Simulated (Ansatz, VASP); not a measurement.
**Two plane-wave programs on GaN**

File POSCAR:

```
GaN
1.0
    0.0433454747      2.2473189650      2.2473189650
    2.2473189650      0.0433454747      2.2473189650
    2.2473189650      2.2473189650      0.0433454747
Ga N
1 1
Direct
    0.0015142730      0.0015142730      0.0015142730
    0.2484857270      0.2484857270      0.2484857270
```

The input INCAR.step1:

```
SYSTEM = GaN
PREC = Accurate
ENCUT = 520
ISMEAR = 0
SIGMA = 0.01
LREAL = .FALSE.
LASPH = .TRUE.
NELM = 100
NBANDS = 16
GGA = PE
ALGO = Normal
EDIFF = 1E-4
LWAVE = .TRUE.
LCHARG = .FALSE.
```

Contents of INCAR.step2:

```
SYSTEM = GaN
PREC = Accurate
ENCUT = 520
EDIFF = 1E-6
ISMEAR = 0
SIGMA = 0.01
LREAL = .FALSE.
LASPH = .TRUE.
NELM = 100
ALGO = Normal
ISIF = 2
LWAVE = .FALSE.
LCHARG = .FALSE.
METAGGA = R2SCAN
LMIXTAU = .TRUE.
NBANDS = 16
ISTART = 1
```

Contents of KPOINTS:

```
Automatic mesh
0
G
  10 10 10
  0 0 0
```

Input for Ansatz:

```yaml
crystal:
  lattice:
    - [0.0433454747, 2.247318965, 2.247318965]
    - [2.247318965, 0.0433454747, 2.247318965]
    - [2.247318965, 2.247318965, 0.0433454747]
  atoms:
    - { symbol: Ga, position: [0.001514273, 0.001514273, 0.001514273] }
    - { symbol: "N", position: [0.248485727, 0.248485727, 0.248485727] }
kpoints:
  mp_grid: { grid: [10, 10, 10] }
  band_path:
    path:
      - [0.0, 0.0, 0.0]
      - [-0.5, -0.5, 0.0]
      - [-0.375, -0.375, 0.25]
      - [-0.375, 0.0, 0.375]
      - [0.0, 0.0, 0.5]
      - [-0.5, -0.25, 0.25]
    npoints: 1
hamiltonian:
  xc: r2scan
scf:
  occupations: { method: fixed }
  n_extra_bands: 4
output:
  forces: true
  stress: true
  eigenvalues: true
```

Change from the starting cell: epitaxial_111 strain -2.0%.

Alike in both runs: task single point; functional r2SCAN; k mesh 10 × 10 × 10; no spin polarisation.

|  | VASP | Ansatz |
| --- | --- | --- |
| version | VASP 6.6.1 | Ansatz 0.2.0 |
| potentials or method | VASP PAW PBE potentials, release 64 (Ga_d, N) | plane waves, PAW |
| plane-wave cutoff (eV) | 520 | 500 |
| occupations | gaussian, width 0.01 eV | fixed |
| valence electrons in the cell | 18 | 18 |

|  | VASP | Ansatz | Ansatz less VASP |
| --- | --- | --- | --- |
| gap on the k mesh at the Fermi level (eV) | 2.27 | 2.28 | +0.011 |
| pressure (GPa) | 7.9 | 6.6 | -1.31 |
| traceless stress, the component that is largest in VASP (GPa) | -3.32 | -3.31 | +0.010 |
| rms of the force components (eV/Å) | 0.003 | 0.000 | -0.0031 |

VASP's potentials were made for PBE, not for r2SCAN. Atom by atom the forces differ by 0.003 eV/Å (rms over components).
